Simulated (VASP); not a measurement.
# SiC (I-4m2) in VASP: notebook

SiC is run at these levels: LDA; tasks: single point.

All numbers are computed with VASP 6.6.1; they aren't measurements. Logs are shortened: lines on timing, memory, paths and dates and some standing lists are left out, and cuts for length are marked.

**1. The cell of the first run**

Symmetry: I-4m2, No. 119, tetragonal system. The conventional cell has a = 3.092 Å, b = 3.092 Å, c = 4.298 Å, α = 90.00°, β = 90.00°, γ = 90.00°. Within 2.5 Å of Si (site symmetry -4m2) lie 4 C at 1.88 Å. C (site symmetry -4m2) has 4 Si at 1.88 Å within 2.5 Å.

**2. Single point, LDA (in-plane strain +0.01, then relaxed in part)**

Contents of INCAR:

```
SYSTEM = SiC
ALGO = Normal ; EDIFF = 1E-6
ENCUT = 520 ; ISIF = 2
ISMEAR = 0 ; LASPH = .TRUE.
LCHARG = .TRUE. ; LELF = .TRUE.
LREAL = .FALSE. ; LVHAR = .TRUE.
LWAVE = .FALSE. ; NBANDS = 11
NELM = 100 ; PREC = Accurate
SIGMA = 0.01
```

Contents of KPOINTS:

```
k-points
0
G
  10 10 10
  0 0 0
```

Contents of POSCAR:

```
SiC
1.0
    2.1861302415      2.1861302415      0.0000000000
   -2.1861302415      2.1861302415      0.0000000000
    0.0000000000      2.1861302415      2.1490060210
Si C
1 1
Direct
    0.0000000000      0.0000000000      0.0000000000
    0.7500000000      0.2500000000      0.5000000000
```

Potentials or basis: VASP PAW LDA potentials, release 64 (Si, C).

Started as:

```sh
$ cat potpaw_LDA.64/Si/POTCAR potpaw_LDA.64/C/POTCAR > POTCAR
$ mpirun -np 1 vasp_std > vasp.out
```

OUTCAR:

```text
SYSTEM = SiC
   EDIFF = 1E-6
   ENCUT = 520
   ISIF = 2
   ISMEAR = 0
   LASPH = .TRUE.
   LREAL = .FALSE.
   NELM = 100
   PREC = Accurate

 ion  position               nearest neighbor table
   1  0.000  0.000  0.000-   2 1.88   2 1.88   2 1.88   2 1.88
   2  0.750  0.250  0.500-   1 1.88   1 1.88   1 1.88   1 1.88

  LATTYP: Found a body centered tetragonal cell.
 ALAT       =     3.0916550366
 C/A-ratio  =     1.3901978038

  Lattice vectors:

 A1 = (   2.1861302415,   0.0000000000,  -2.1490060210)
 A2 = (  -2.1861302415,   0.0000000000,  -2.1490060210)
 A3 = (   0.0000000000,   2.1861302415,   2.1490060210)

Analysis of symmetry for initial positions (statically):
=====================================================================
 Subroutine PRICEL returns:
 Original cell was already a primitive cell.

 Routine SETGRP: Setting up the symmetry group for a
 body centered tetragonal supercell.

 Subroutine GETGRP returns: Found  8 space group operations
 (whereof  8 operations were pure point group operations)
 out of a pool of 16 trial point group operations.

The static configuration has the point symmetry D_2d.

Analysis of symmetry for dynamics (positions and initial velocities):
=====================================================================
 Subroutine PRICEL returns:
 Original cell was already a primitive cell.

 Routine SETGRP: Setting up the symmetry group for a
 body centered tetragonal supercell.

 Subroutine GETGRP returns: Found  8 space group operations
 (whereof  8 operations were pure point group operations)
 out of a pool of 16 trial point group operations.

The dynamic configuration has the point symmetry D_2d.

 Subroutine INISYM returns: Found  8 space group operations
 (whereof  8 operations are pure point group operations),
 and found     1 'primitive' translations

----------------------------------------------------------------------------------------

                                     Primitive cell

  volume of cell :      20.5409

  direct lattice vectors                    reciprocal lattice vectors
     2.186130241  2.186130241  0.000000000     0.228714644  0.228714644 -0.232665705
    -2.186130241  2.186130241  0.000000000    -0.228714644  0.228714644 -0.232665705
     0.000000000  2.186130241  2.149006021     0.000000000  0.000000000  0.465331409

  length of vectors
     3.091655037  3.091655037  3.065516647     0.398439590  0.398439590  0.465331409

  position of ions in fractional coordinates (direct lattice)
     0.000000000  0.000000000  0.000000000
     0.750000000  0.250000000  0.500000000

  ion indices of the primitive-cell ions
   primitive index   ion index
                 1           1
                 2           2

----------------------------------------------------------------------------------------

 KPOINTS: k-points

Automatic generation of k-mesh.
 Grid dimensions read from file:
 generate k-points for:   10   10   10

 Generating k-lattice:

  Cartesian coordinates                     Fractional coordinates (reciprocal lattice)
     0.022871464  0.022871464 -0.023266570     0.100000000  0.000000000  0.000000000
    -0.022871464  0.022871464 -0.023266570     0.000000000  0.100000000  0.000000000
     0.000000000  0.000000000  0.046533141     0.000000000  0.000000000  0.100000000

  Length of vectors
     0.039843959  0.039843959  0.046533141

  Shift w.r.t. Gamma in fractional coordinates (k-lattice)
     0.000000000  0.000000000  0.000000000

 Subroutine IBZKPT returns following result:
 ===========================================

 Found    102 irreducible k-points:

 Following reciprocal coordinates:
            Coordinates               Weight
  0.000000  0.000000  0.000000      1.000000
  0.100000  0.000000  0.000000      8.000000
  0.200000  0.000000  0.000000      8.000000
  0.300000  0.000000 -0.000000      8.000000
  0.400000  0.000000  0.000000      8.000000
  0.500000  0.000000  0.000000      4.000000
[... 16 lines left out ...]
  0.300000  0.300000 -0.000000      8.000000
  0.400000  0.300000  0.000000     16.000000
 [... further k-points ...]
   k-points           NKPTS =    102   k-points in BZ     NKDIM =    102   number of bands    NBANDS=     11
   number of dos      NEDOS =    301   number of ions     NIONS =      2
   total plane-waves  NPLWV =  13824
   dimension x,y,z NGX =    24 NGY =   24 NGZ =   24
   dimension x,y,z NGXF=    48 NGYF=   48 NGZF=   48
   ions per type =               1   1
   NGX,Y,Z   is equivalent  to a cutoff of  12.91, 12.91, 13.02 a.u.
   NGXF,Y,Z  is equivalent  to a cutoff of  25.81, 25.81, 26.03 a.u.
 SYSTEM =  SiC
   PREC   = accura    normal or accurate (medium, high low for compatibility)
   ISTART =      0    job   : 0-new  1-cont  2-samecut
   ICHARG =      2    charge: 1-file 2-atom 10-const
   ISPIN  =      1    spin polarized calculation?
   LNONCOLLINEAR =      F non collinear calculations
   LSORBIT =      F    spin-orbit coupling
   LASPH  =      T    aspherical Exc in radial PAW
   ENCUT  =  520.0 eV  38.22 Ry    6.18 a.u.   5.75  5.75  5.70*2*pi/ulx,y,z
   NELM   =    100;   NELMIN=  2; NELMDL= -5     # of ELM steps
   EDIFF  = 0.1E-05   stopping-criterion for ELM
   LREAL  =      F    real-space projection
   EDIFFG = 0.1E-04   stopping-criterion for IOM
   NSW    =      0    number of steps for IOM
   IBRION =     -1    ionic relax: 0-MD 1-quasi-New 2-CG
   NFREE  =      0    steps in history (QN), initial steepest desc. (CG)
   ISIF   =      2    stress and relaxation
   ISYM   =      2    0-nonsym 1-usesym 2-fastsym
   POTIM  = 0.5000    time-step for ionic-motion
   TEBEG  =    0.0;   TEEND  =   0.0 temperature during run
   PSTRESS=    0.0 pullay stress
   NELECT =       8.0000    total number of electrons
   NUPDOWN=      -1.0000    fix difference up-down
   EMIN   =  10.00;   EMAX   =-10.00  energy-range for DOS
   EFERMI =   0.00;   METHOD = LEGACY
   ISMEAR =     0;   SIGMA  =   0.01  broadening in eV -4-tet -1-fermi 0-gaus
   EFERMI_NEDOS =   21; number of points for ismear=-14 and -15
   IALGO  =     38    algorithm
   IMIX   =      4    mixing-type and parameters
     AMIX     =   0.40;   BMIX     =  1.00
     AMIX_MAG =   1.60;   BMIX_MAG =  1.00
  volume/ion in A,a.u.               =      10.27        69.31
  Fermi-wavevector in a.u.,A,eV,Ry     =   1.195542  2.259247 19.447097  1.429321
  Thomas-Fermi vector in A             =   2.331505
   LORBIT       =      0    0 simple, 1 ext, 2 COOP (PROOUT), +10 PAW based schemes
   GGA     = CA    functional components
   LHFCALC =     F    Hartree Fock is set to
   AEXX    =    0.0000 exact exchange contribution
   IVDW    =     0    specifies the selected vdW correction
   LEPSILON=     F    determine dielectric tensor
   LRPA    =     F    only Hartree local field effects (RPA)
 non-spin polarized calculation
 Gauss-broadening in eV      SIGMA  =   0.01
  energy-cutoff  :      520.00
  volume of cell :       20.54
 maximum number of plane-waves:       562
   NGX = 11   NGY = 11   NGZ = 11

 number of electron       8.0000001 magnetization

 Free energy of the ion-electron system (eV)
  ---------------------------------------------------
  ext. energy  EPLUGINS =         0.00000000
  ---------------------------------------------------
  free energy    TOTEN  =       -16.63775042 eV

  energy without entropy =      -16.63775042  energy(sigma->0) =      -16.63775042

 E-fermi :   8.2983     XC(G=0): -11.5881

 val. band max:        8.2218332624   @ k =   0.0000   0.0000   0.0000
 cond. band min:       9.3406049761   @ k =   0.0000   0.0000   0.5000
 fundamental gap:      1.1187717138
 Fermi energy:         8.2982927658

 k-point     1 :       0.0000    0.0000    0.0000
  band No.  band energies     occupation
      1      -7.2275      2.00000
      2       8.1087      2.00000
      3       8.1087      2.00000
      4       8.2218      2.00000
      5      14.5221      0.00000
      6      15.3580      0.00000
      7      15.4043      0.00000
      8      15.4043      0.00000
      9      22.3883      0.00000
     10      22.8923      0.00000
     11      24.4310      0.00000

 k-point     2 :       0.1000    0.0000    0.0000
  band No.  band energies     occupation
      1      -7.0303      2.00000
      2       7.1452      2.00000
      3       7.9660      2.00000
      4       8.0594      2.00000
      5      14.7155      0.00000
      6      15.5965      0.00000
      7      15.6393      0.00000
      8      15.7306      0.00000
      9      21.4745      0.00000
     10      21.8658      0.00000
     11      24.2835      0.00000

 k-point     3 :       0.2000    0.0000    0.0000
  band No.  band energies     occupation
      1      -6.4469      2.00000
      2       5.0306      2.00000
      3       7.6391      2.00000
      4       7.7669      2.00000
      5      14.3629      0.00000
      6      15.9503      0.00000
      7      16.0251      0.00000
      8      16.9201      0.00000
      9      20.9041      0.00000
     10      21.0960      0.00000
     11      23.4376      0.00000

 k-point     4 :       0.3000    0.0000   -0.0000
  band No.  band energies     occupation
      1      -5.5107      2.00000
      2       2.7075      2.00000
      3       7.3025      2.00000
      4       7.4686      2.00000
      5      13.9426      0.00000
      6      15.7493      0.00000
      7      15.9615      0.00000
      8      17.8504      0.00000
      9      21.7859      0.00000
     10      21.8324      0.00000
     11      23.1805      0.00000

 k-point     5 :       0.4000    0.0000    0.0000
  band No.  band energies     occupation
      1      -4.3421      2.00000
      2       0.6272      2.00000
      3       7.0692      2.00000
      4       7.2634      2.00000
      5      13.6675      0.00000
      6      15.3483      0.00000
      7      15.6205      0.00000
      8      18.1111      0.00000
      9      23.5046      0.00000
     10      23.8087      0.00000
     11      23.8641      0.00000
[... 211 lines left out ...]
 k-point    21 :      -0.3000    0.2000    0.0000
  band No.  band energies     occupation
      1      -5.5080      2.00000
      2       4.2447      2.00000
      3       6.2224      2.00000
      4       6.3304      2.00000
      5      12.5635      0.00000
      6      14.9512      0.00000
      7      17.7167      0.00000
      8      18.3575      0.00000
      9      20.2171      0.00000
     10      24.3455      0.00000
     11      26.9928      0.00000

 k-point    22 :      -0.2000    0.2000    0.0000
  band No.  band energies     occupation
      1      -6.1972      2.00000
      2       5.7610      2.00000
      3       6.6936      2.00000
      4       6.7613      2.00000
      5      13.0594      0.00000
      6      15.2260      0.00000
      7      17.5573      0.00000
      8      17.8742      0.00000
      9      18.8636      0.00000
     10      23.9032      0.00000
     11      27.2104      0.00000

 k-point    23 :       0.3000    0.3000   -0.0000
  band No.  band energies     occupation
      1      -3.0731      2.00000
      2       1.3759      2.00000
      3       2.7820      2.00000
      4       6.4090      2.00000
      5      12.6220      0.00000
      6      17.4483      0.00000
      7      18.1564      0.00000
      8      18.8167      0.00000
      9      21.5809      0.00000
     10      21.9800      0.00000
     11      28.9294      0.00000

 k-point    24 :       0.4000    0.3000    0.0000
  band No.  band energies     occupation
      1      -2.4248      2.00000
      2       0.7476      2.00000
      3       2.8259      2.00000
      4       5.8838      2.00000
      5      11.7733      0.00000
      6      16.8552      0.00000
      7      18.9481      0.00000
      8      19.5200      0.00000
      9      21.2974      0.00000
     10      23.5977      0.00000
     11      29.3911      0.00000

 [... further k-points ...]
[... 5 lines left out ...]
  --------------------------------------------------------------------------------------
  -------------------------------------------------------------------------------------
  Total       -0.4989014     -0.4989014      0.0519596      0.0000000     -0.0000000     -0.0000000
  in kB      -38.9139742    -38.9139742      4.0528134      0.0000000     -0.0000000     -0.0000000
  external PRESSURE =     -24.5917116 kB  Pullay stress =       0.0000000 kB

 VOLUME and BASIS-vectors are now :
 -----------------------------------------------------------------------------
  energy-cutoff  :      520.00
  volume of cell :       20.54
      direct lattice vectors                 reciprocal lattice vectors
     2.186130241  2.186130241  0.000000000     0.228714644  0.228714644 -0.232665705
    -2.186130241  2.186130241  0.000000000    -0.228714644  0.228714644 -0.232665705
     0.000000000  2.186130241  2.149006021     0.000000000  0.000000000  0.465331409

 POSITION                                       TOTAL-FORCE (eV/Angst)
 -----------------------------------------------------------------------------------
      0.00000      0.00000      0.00000        -0.000000      0.000000      0.000000
      1.09307      3.27920      1.07450         0.000000     -0.000000      0.000000
 -----------------------------------------------------------------------------------
    total drift:                               -0.000000      0.000000     -0.000000

  FREE ENERGIE OF THE ION-ELECTRON SYSTEM (eV)
  ---------------------------------------------------
  free  energy   TOTEN  =       -16.6377504229 eV

  energy  without entropy=      -16.6377504229  energy(sigma->0) =      -16.63775042
```

Run time: 5.8 s. Hardware: 1 thread of Intel Xeon 6975P-C (Granite Rapids), shared host; peak memory 0.13 GiB.

What came out:

```yaml
Free_energy: -16.6378 eV
Pressure: -2.5 GPa
Band_gap_on_the_k_mesh: 1.12 eV, indirect (least direct gap 4.48 eV)
```

Levels at points of the mesh, in eV from the valence-band top:
```
           k point  band 1  band 2  band 3  band 4  band 5  band 6  band 7  band 8  band 9
(0.00, 0.00, 0.00)  -15.45   -0.11   -0.11    0.00    6.30    7.14    7.18    7.18   14.17
(0.50, 0.00, 0.00)  -11.80   -8.67   -1.23   -1.03    5.35    6.95    7.24    9.89   15.91
(0.50, 0.50, 0.00)  -10.36   -7.98   -3.23   -3.21    1.28    4.24   13.59   14.12   14.47
(0.00, 0.00, 0.50)  -10.22   -7.77   -3.41   -3.41    1.12    3.94   13.79   13.79   14.75
```

Caveat: the cell differs from its parent crystal (in-plane strain +0.01, then relaxed in part).

**3. Single point, LDA (in-plane strain +0.01)**

Contents of INCAR:

```
SYSTEM = SiC
PREC = Accurate ; ENCUT = 520
EDIFF = 1E-7 ; ISMEAR = 0
SIGMA = 0.01 ; LREAL = .FALSE.
LASPH = .TRUE. ; NELM = 80
ALGO = Normal ; ISIF = 2
LWAVE = .FALSE. ; LCHARG = .FALSE.
GGA = CA ; NBANDS = 11
```

Contents of KPOINTS:

```
Automatic mesh
0
G
  10 10 10
  0 0 0
```

POSCAR, as its differences from that of step 2:

```diff
@@ -4,3 +4,3 @@
    -2.1861302415      2.1861302415      0.0000000000
-    0.0000000000      2.1861302415      2.1490060210
+    0.0000000000      2.1861302415      2.1514984753
 Si C
```

Potentials or basis: VASP PAW LDA potentials, release 64 (Si, C).

Started as:

```sh
$ cat potpaw_LDA.64/Si/POTCAR potpaw_LDA.64/C/POTCAR > POTCAR
$ mpirun -np 1 vasp_std > vasp.out
```

It took 6.2 s on 1 thread of Intel Xeon 6975P-C (Granite Rapids), shared host; peak memory 0.13 GiB.

Results (log left out):

```
Free energy            : -16.6378 eV
Pressure               : -2.7 GPa
Band gap on the k mesh : 1.13 eV, indirect (least direct gap 4.48 eV)
```

Stress tensor (GPa, compression positive):
```
-4.06  0.00  0.00
 0.00 -4.06  0.00
 0.00  0.00 -0.05
```

Levels at points of the mesh, in eV from the valence-band top:
| k point | band 2 | band 3 | band 4 | band 5 | band 6 | band 7 |
| --- | --- | --- | --- | --- | --- | --- |
| (0.00, 0.00, 0.00) | -0.11 | -0.11 | 0.00 | 6.29 | 7.14 | 7.18 |
| (0.50, 0.00, 0.00) | -8.66 | -1.22 | -1.03 | 5.35 | 6.96 | 7.23 |
| (0.50, 0.50, 0.00) | -7.97 | -3.23 | -3.21 | 1.28 | 4.23 | 13.60 |
| (0.00, 0.00, 0.50) | -7.77 | -3.39 | -3.39 | 1.13 | 3.95 | 13.78 |

Caveat: the cell differs from its parent crystal (in-plane strain +0.01). A k mesh can miss the band edges.
